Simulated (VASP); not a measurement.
# TaSi2 (P3_212) in VASP: notebook, part 2 of 2

VASP 6.6.1. Earlier steps stand in the parts before.

**3. Single point, PBEsol (mode 4 (107.0 1/cm) frozen in, largest displacement +0.225 Å)**

File INCAR:

```
SYSTEM = TaSi2
  PREC = Accurate
  ENCUT = 520
  EDIFF = 1E-7
  ISMEAR = 0
  SIGMA = 0.15
  LREAL = .FALSE.
  LASPH = .TRUE.
  NELM = 60
  ALGO = Normal
  ISIF = 2
  LWAVE = .FALSE.
  LCHARG = .FALSE.
  GGA = PS
  NBANDS = 38
```

File KPOINTS:

```
regular mesh
0
G
  12 12 6
  0 0 0
```

File POSCAR:

```
TaSi2
1.0
    4.7608595319      0.0000000000      0.0000000000
   -2.3804297659      4.1230252985      0.0000000000
    0.0000000000      0.0000000000      6.5557841497
Ta Si
3 6
Direct
    0.5272857894      0.0545715788      0.5000000000
    0.5272857894      0.4727142106      0.8333333333
   -0.0545715788      0.4727142106      0.1666666667
    0.1799321121      0.3598642242      0.5000000000
    0.8613970261      0.1386029739      0.8333333333
    0.6401357758      0.8200678879      0.1666666667
    0.8613970261      0.7227940522      0.5000000000
    0.1799321121      0.8200678879      0.8333333333
    0.2772059478      0.1386029739      0.1666666667
```

Potentials or basis: VASP PAW PBE potentials, release 64 (Ta_pv, Si).

The run is started by

```sh
$ cat potpaw_PBE.64/Ta_pv/POTCAR potpaw_PBE.64/Si/POTCAR > POTCAR
$ mpirun -np 1 vasp_std > vasp.out
```

OUTCAR:

```text
SYSTEM = TaSi2
   PREC = Accurate
   ENCUT = 520
   EDIFF = 1E-7
   ISMEAR = 0
   LREAL = .FALSE.
   LASPH = .TRUE.
   NELM = 60
   ISIF = 2
   GGA = PS

 ion  position               nearest neighbor table
   1  0.527  0.055  0.500-   9 2.61   5 2.61   6 2.63   8 2.63   4 2.69   4 2.69   7 2.75   7 2.75
                             7 2.76   4 2.86   2 2.96   3 2.96   2 3.53   3 3.53
   2  0.527  0.473  0.833-   7 2.61   9 2.61   4 2.63   6 2.63   8 2.69   8 2.69   5 2.75   5 2.75
                             5 2.76   8 2.86   1 2.96   3 2.96   1 3.53   3 3.53
   3  0.945  0.473  0.167-   7 2.61   5 2.61   4 2.63   8 2.63   6 2.69   6 2.69   9 2.75   9 2.75
                             9 2.76   6 2.86   1 2.96   2 2.96   1 3.53   2 3.53
   4  0.180  0.360  0.500-   9 2.57   5 2.57   7 2.63   3 2.63   2 2.63   1 2.69   1 2.69   7 2.81
                             7 2.81   1 2.86   8 3.09   6 3.09
   5  0.861  0.139  0.833-   4 2.57   6 2.57   1 2.61   3 2.61   8 2.63   2 2.75   2 2.75   2 2.76
                             8 2.81   8 2.81   7 2.95   9 2.95
   6  0.640  0.820  0.167-   7 2.57   5 2.57   9 2.63   1 2.63   2 2.63   3 2.69   3 2.69   9 2.81
                             9 2.81   3 2.86   4 3.09   8 3.09
   7  0.861  0.723  0.500-   6 2.57   8 2.57   3 2.61   2 2.61   4 2.63   1 2.75   1 2.75   1 2.76
                             4 2.81   4 2.81   5 2.95   9 2.95
   8  0.180  0.820  0.833-   7 2.57   9 2.57   5 2.63   1 2.63   3 2.63   2 2.69   2 2.69   5 2.81
                             5 2.81   2 2.86   4 3.09   6 3.09
   9  0.277  0.139  0.167-   4 2.57   8 2.57   1 2.61   2 2.61   6 2.63   3 2.75   3 2.75   3 2.76
                             6 2.81   6 2.81   7 2.95   5 2.95

  LATTYP: Found a hexagonal cell.
 ALAT       =     4.7608595319
 C/A-ratio  =     1.3770169243

  Lattice vectors:

 A1 = (   4.7608595319,   0.0000000000,   0.0000000000)
 A2 = (  -2.3804297659,   4.1230252985,   0.0000000000)
 A3 = (   0.0000000000,   0.0000000000,   6.5557841497)

Analysis of symmetry for initial positions (statically):
=====================================================================
 Subroutine PRICEL returns:
 Original cell was already a primitive cell.

 Routine SETGRP: Setting up the symmetry group for a
 hexagonal supercell.

[... 164 lines left out ...]
   LRPA    =     F    only Hartree local field effects (RPA)
 non-spin polarized calculation
 Gauss-broadening in eV      SIGMA  =   0.15
  energy-cutoff  :      520.00
  volume of cell :      128.68
 maximum number of plane-waves:      3501
   NGX = 17   NGY = 17   NGZ = 25

 number of electron      56.9999997 magnetization

 Free energy of the ion-electron system (eV)
  ---------------------------------------------------
  ext. energy  EPLUGINS =         0.00000000
  ---------------------------------------------------
  free energy    TOTEN  =       -76.65952874 eV

  energy without entropy =      -76.62505894  energy(sigma->0) =      -76.64229384

 E-fermi :   9.5674     XC(G=0): -12.2049

 val. band max:        9.5659334001   @ k =   0.3333   0.1667   0.5000
 cond. band min:       9.5708002448   @ k =  -0.0833   0.5000   0.3333
 fundamental gap:      0.0048668448
 Fermi energy:         9.5674447021

 k-point     1 :       0.0000    0.0000    0.0000
  band No.  band energies     occupation
      1     -24.9407      2.00000
      2     -24.9407      2.00000
      3     -24.8791      2.00000
      4     -24.7996      2.00000
      5     -24.7996      2.00000
      6     -24.7635      2.00000
[... 973 lines left out ...]
     37      13.4523      0.00000
     38      13.5561      0.00000

 [... further k-points ...]

------------------------ aborting loop because EDIFF is reached ----------------------------------------

  FORCE on cell =-STRESS in cart. coord.  units (eV):
  Direction    XX          YY          ZZ          XY          YZ          ZX
  --------------------------------------------------------------------------------------
  -------------------------------------------------------------------------------------
  Total        0.8443438      0.8443438      1.5359023      0.0000000      0.0000000      0.0000000
  in kB       10.5124487     10.5124487     19.1226543      0.0000000      0.0000000      0.0000000
  external PRESSURE =      13.3825173 kB  Pullay stress =       0.0000000 kB

 VOLUME and BASIS-vectors are now :
 -----------------------------------------------------------------------------
  energy-cutoff  :      520.00
  volume of cell :      128.68
      direct lattice vectors                 reciprocal lattice vectors
     4.760859532  0.000000000  0.000000000     0.210046105  0.121270175  0.000000000
    -2.380429766  4.123025298  0.000000000     0.000000000  0.242540350  0.000000000
     0.000000000  0.000000000  6.555784150     0.000000000  0.000000000  0.152537054

 POSITION                                       TOTAL-FORCE (eV/Angst)
 -----------------------------------------------------------------------------------
      2.38043      0.22500      3.27789        -0.000000     -1.852912     -0.000000
      1.38507      1.94901      5.46315        -1.604669      0.926456      0.000000
      3.37579      1.94901      1.09263         1.604669      0.926456     -0.000000
      0.00000      1.48373      3.27789        -0.000000     -0.061828     -0.000000
      3.77106      0.57146      5.46315        -0.304681      0.175908     -0.000000
      1.09548      3.38116      1.09263         0.053545      0.030914     -0.000000
      2.38043      2.98010      3.27789        -0.000000     -0.351815     -0.000000
     -1.09548      3.38116      5.46315        -0.053545      0.030914     -0.000000
      0.98980      0.57146      1.09263         0.304681      0.175908     -0.000000
 -----------------------------------------------------------------------------------
    total drift:                                0.000001     -0.000002     -0.000000

  FREE ENERGIE OF THE ION-ELECTRON SYSTEM (eV)
  ---------------------------------------------------
  free  energy   TOTEN  =       -76.6595287350 eV

  energy  without entropy=      -76.6250589439  energy(sigma->0) =      -76.64229384
```

OSZICAR:

```text
N       E                     dE             d eps       ncg     rms          rms(c)
DAV:   1     0.382729146210E+03    0.38273E+03   -0.28188E+04  7608   0.141E+03
DAV:   2    -0.594303241885E+02   -0.44216E+03   -0.43026E+03  8688   0.363E+02
DAV:   3    -0.785920570444E+02   -0.19162E+02   -0.18737E+02  9634   0.663E+01
DAV:   4    -0.789373123007E+02   -0.34526E+00   -0.34333E+00  9600   0.880E+00
DAV:   5    -0.789421151931E+02   -0.48029E-02   -0.47997E-02  9360   0.110E+00    0.327E+01
DAV:   6    -0.769814167689E+02    0.19607E+01   -0.68195E+00  9670   0.121E+01    0.153E+01
DAV:   7    -0.766860107877E+02    0.29541E+00   -0.61268E-01  9010   0.385E+00    0.417E+00
DAV:   8    -0.766610860423E+02    0.24925E-01   -0.57772E-02  9774   0.111E+00    0.498E-01
DAV:   9    -0.766596953102E+02    0.13907E-02   -0.44589E-03  9362   0.356E-01    0.265E-01
DAV:  10    -0.766595335914E+02    0.16172E-03   -0.64720E-04  9588   0.138E-01    0.794E-02
DAV:  11    -0.766595319552E+02    0.16363E-05   -0.42079E-05  9520   0.337E-02    0.263E-02
DAV:  12    -0.766595299865E+02    0.19687E-05   -0.54736E-06  9730   0.122E-02    0.417E-03
DAV:  13    -0.766595287834E+02    0.12031E-05   -0.49192E-07  8146   0.364E-03    0.102E-03
DAV:  14    -0.766595287350E+02    0.48422E-07   -0.50608E-08  5576   0.119E-03
   1 F= -.76659529E+02 E0= -.76642294E+02  d E =-.344698E-01
```

stdout:

```text
POSCAR found type information on POSCAR TaSi
 POSCAR found :  2 types and       9 ions
 scaLAPACK will be used
 -----------------------------------------------------------------------------
|                                                                             |
|                                                                             |
|     You enforced a specific xc type in the INCAR file but a different       |
|     I HOPE YOU KNOW WHAT YOU ARE DOING!                                     |
|                                                                             |
 -----------------------------------------------------------------------------

 LDA part: xc-table for (Slater+PW92), standard interpolation
 POSCAR, INCAR and KPOINTS ok, starting setup
 FFT: planning ... GRIDC
 FFT: planning ... GRID_SOFT
 FFT: planning ... GRID
 WAVECAR not read
 entering main loop
```

It took 12 min on 1 thread of AMD EPYC 7R43 (Zen 3), shared host; peak memory 0.47 GiB.

What came out:

- Free energy: -76.6595 eV
- Pressure: 1.3 GPa
- Largest force: 1.853 eV/Å

Forces on the atoms (eV/Å):
```
Ta   0.000 -1.853  0.000
Ta  -1.605  0.926  0.000
Ta   1.605  0.926  0.000
Si   0.000 -0.062  0.000
Si  -0.305  0.176  0.000
Si   0.054  0.031  0.000
Si   0.000 -0.352  0.000
Si  -0.054  0.031  0.000
Si   0.305  0.176  0.000
```

Caveat: the cell differs from its parent crystal (mode 4 (107.0 1/cm) frozen in, largest displacement +0.225 Å); the PAW data sets were made with another functional, which shifts forces and pressure a little; spin-orbit coupling is left out, which moves the levels of the heavy elements.

**4. Single point, PBEsol (mode 4 (107.0 1/cm) frozen in, largest displacement -0.150 Å)**

File INCAR:

```
PREC = Accurate ; ENCUT = 520
EDIFF = 1E-7 ; ISMEAR = 0
SIGMA = 0.15 ; LREAL = F
LASPH = T ; NELM = 60
ALGO = Normal ; ISIF = 2
LWAVE = F ; LCHARG = T
GGA = PS ; LELF = T
LVHAR = T ; NBANDS = 38
```

File KPOINTS:

```
regular mesh
0
Gamma
  12 12 6
```

File POSCAR:

```
TaSi2
1.0
    4.7608595319      0.0000000000      0.0000000000
   -2.3804297659      4.1230252985      0.0000000000
    0.0000000000      0.0000000000      6.5557841497
Ta Si
3 6
Direct
    0.4818094737     -0.0363810525      0.5000000000
    0.4818094737      0.5181905263      0.8333333333
    0.0363810525      0.5181905263      0.1666666667
    0.1454911636      0.2909823272      0.5000000000
    0.8269560776      0.1730439224      0.8333333333
    0.7090176728      0.8545088364      0.1666666667
    0.8269560776      0.6539121552      0.5000000000
    0.1454911636      0.8545088364      0.8333333333
    0.3460878448      0.1730439224      0.1666666667
```

The run is started by

```sh
$ cat potpaw_PBE.64/Ta_pv/POTCAR potpaw_PBE.64/Si/POTCAR > POTCAR
$ mpirun -np 1 vasp_std > vasp.out
```

Wall time 12 min (1 thread of AMD EPYC 7R43 (Zen 3), shared host); peak memory 0.47 GiB.

The run converged. Its results:

| Quantity | Value |
| --- | --- |
| Free energy | -77.0579 eV |
| Pressure | 0.8 GPa |
| Largest force | 1.177 eV/Å |

Forces in eV/Å, atoms in the order of the input:
```
Ta   0.000  1.177  0.000
Ta   1.019 -0.589  0.000
Ta  -1.019 -0.589  0.000
Si   0.000  0.210  0.000
Si   0.058 -0.033  0.000
Si  -0.182 -0.105  0.000
Si   0.000  0.067  0.000
Si   0.182 -0.105  0.000
Si  -0.058 -0.033  0.000
```

Stress tensor (GPa, compression positive):
```
0.67 0.00 0.00
0.00 0.67 0.00
0.00 0.00 0.93
```

Levels at points of the mesh, in eV from the Fermi level:
```csv
k point,band 27,band 28,band 29,band 30,band 31,band 32
"(0.00, 0.00, 0.00)",-2.18,-2.18,-1.67,0.75,2.66,2.66
"(0.50, 0.00, 0.00)",-1.08,0.09,0.14,0.86,1.21,1.51
"(0.00, 0.00, 0.50)",-1.87,-1.87,1.14,1.14,2.50,2.50
"(0.50, 0.00, 0.50)",-1.78,-0.98,0.00,1.51,1.87,2.19
```

Caveat: the cell differs from its parent crystal (mode 4 (107.0 1/cm) frozen in, largest displacement -0.150 Å); the PAW data sets were made with another functional, which shifts forces and pressure a little; spin-orbit coupling is left out, which moves the levels of the heavy elements.
